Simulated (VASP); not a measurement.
## Bi: single point with PBEsol

Crystal: Bi.

```
Bi
1.0
     0.00000    2.62286    2.62286
     2.62286    0.00000    2.62286
     2.62286    2.62286    0.00000
Bi
1
Direct
  0.00000 0.00000 0.00000
```

| Item | Value |
| --- | --- |
| Program | VASP 6.6.1 |
| Task | single point |
| Functional | PBEsol |
| Potentials or basis | VASP PAW PBE potentials, release 64 (Bi_d) |
| Cutoff | 520 eV |
| k mesh | 6 × 6 × 6 |
| Occupations | gaussian, width 0.1 eV |
| Spin | no spin polarisation |

* Pressure: -7.5 GPa

Levels at points of the mesh, in eV from the Fermi level:
```
           k point  band 4  band 5  band 6  band 7  band 8  band 9  band 10  band 11
(0.00, 0.00, 0.00)  -23.12  -23.12  -12.90    3.81    3.81    3.81     7.01     8.91
(0.50, 0.00, 0.00)  -23.07  -23.07  -10.75   -4.67    2.55    2.55     6.31     8.41
(0.50, 0.50, 0.00)  -23.06  -23.06   -9.96   -3.99    0.13    0.13     3.74     4.93
```

Wall time 4.9 s on 1 thread of Intel(R) Xeon(R) 6975P-C (Granite Rapids), with other jobs on the host, peak memory 0.14 GiB.

Caveat: the PAW data sets were made with another functional, which shifts forces and pressure a little; spin-orbit coupling is left out, which moves the levels of the heavy elements.
